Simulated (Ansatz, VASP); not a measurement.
## Two plane-wave programs on Be6N

Contents of INCAR:

```
SYSTEM = Be6N
ALGO     = Normal         ! electronic algorithm
EDIFF    = 1E-6           ! SCF threshold, eV
ENCUT    = 520            ! plane-wave cutoff, eV
GGA      = PE             ! functional
ISIF     = 2              ! what is computed and relaxed
ISMEAR   = 0              ! smearing method
LASPH    = .TRUE.         ! aspherical terms in the spheres
LCHARG   = .FALSE.        ! write CHGCAR
LREAL    = .FALSE.        ! projectors in reciprocal space
LWAVE    = .FALSE.        ! write WAVECAR
NBANDS   = 18             ! bands
NELM     = 60             ! most SCF steps
PREC     = Accurate       ! precision mode
SIGMA    = 0.1            ! smearing width, eV
```

File KPOINTS:

```
k-points
0
G
  6 6 6
  0 0 0
```

The input POSCAR:

```
Be6N
1.0
    3.8995017900      0.0000000000      0.0000000000
   -1.9497509000      3.3770676100      0.0000000000
    0.0000000000      0.0000000000      3.3042655200
Be N
6 1
Direct
    0.0000000000      0.3336124100      0.5000000000
    0.6663875900      0.6663875900      0.5000000000
    0.3336124100      0.0000000000      0.5000000000
    0.0000000000      0.6663875900      0.5000000000
    0.3336124100      0.3336124100      0.5000000000
    0.6663875900      0.0000000000      0.5000000000
    0.0000000000      0.0000000000      0.0000000000
```

Input for Ansatz:

```yaml
crystal:
  lattice:
    - [3.89950179, 0.0, 0.0]
    - [-1.9497509, 3.37706761, 0.0]
    - [0.0, 0.0, 3.30426552]
  atoms:
    - { symbol: Be, position: [0.0, 0.33361241, 0.5] }
    - { symbol: Be, position: [0.66638759, 0.66638759, 0.5] }
    - { symbol: Be, position: [0.33361241, 0.0, 0.5] }
    - { symbol: Be, position: [0.0, 0.66638759, 0.5] }
    - { symbol: Be, position: [0.33361241, 0.33361241, 0.5] }
    - { symbol: Be, position: [0.66638759, 0.0, 0.5] }
    - { symbol: "N", position: [0.0, 0.0, 0.0] }
basis:
  ecutwfc: 420
kpoints:
  mp_grid: { grid: [6, 6, 6] }
hamiltonian:
  xc: pbe
scf:
  occupations: { method: gaussian, width: 0.1 }
  lower_state_search: "off"
output:
  forces: true
  stress: true
  eigenvalues: true
```

Change from the starting cell: species swapped into the LiC6 type (P6/mmm, No. 191).

Alike in both runs: task single point; functional PBE; k mesh 6 × 6 × 6; occupations gaussian, width 0.1 eV; no spin polarisation.

|  | VASP | Ansatz |
| --- | --- | --- |
| version | VASP 6.6.1 | Ansatz 0.2.0 |
| potentials or method | VASP PAW PBE potentials, release 64 (Be, N), cutoff 520 eV | scalar-relativistic, plane waves, PAW |
| valence electrons in the cell | 17 | 17 |

```csv
,VASP,Ansatz,Ansatz less VASP
gap on the k mesh at the Fermi level (eV),none,none,-
rms of the force components (eV/Å),0.038,0.046,+0.0075
```

Atom by atom the forces differ by 0.008 eV/Å (rms over components). A gap of «none» marks a metal or a gap that the smearing closes.
